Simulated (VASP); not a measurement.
TiN, 2 atoms in the cell. It takes space group Fm-3m (No. 225, cubic). The conventional cell has a = 4.187 Å, b = 4.187 Å, c = 4.187 Å, α = 90.00°, β = 90.00°, γ = 90.00°. Within 2.8 Å of Ti (site symmetry m-3m) lie 6 N at 2.09 Å. N (site symmetry m-3m) has 6 Ti at 2.09 Å within 2.8 Å.  This cell differs from its parent crystal: volume scaled by 0.96.

```yaml
Program: VASP 6.6.1
Task: electric field gradients
Functional: PBEsol
Potentials_or_basis: VASP PAW PBE potentials, release 64 (Ti_sv, N)
Cutoff: 520 eV
k_mesh: 17 × 17 × 17
Occupations: fermi-dirac, width 0.05 eV
Spin: no spin polarisation
Dipole_correction: no
Further_INCAR_settings: ALGO = Normal; EDIFF = 1e-08; NBANDS = 16
```

Potentials or basis: VASP PAW PBE potentials, release 64 (Ti_sv, N).

The run is started by

```console
$ cat potpaw_PBE.64/Ti_sv/POTCAR potpaw_PBE.64/N/POTCAR > POTCAR
$ mpirun -np 1 vasp_std > vasp.out
```

Hardware: 1 thread of Intel(R) Xeon(R) Platinum 8259CL CPU @ 2.50GHz (Skylake/Cascade Lake), on a shared host.

Task: How long does it take, and how much memory?

Result: Wall time 82 s on 1 thread of Intel(R) Xeon(R) Platinum 8259CL CPU @ 2.50GHz (Skylake/Cascade Lake) (shared host), peak memory 0.18 GiB. Counts: scf iterations 17, k points 165.
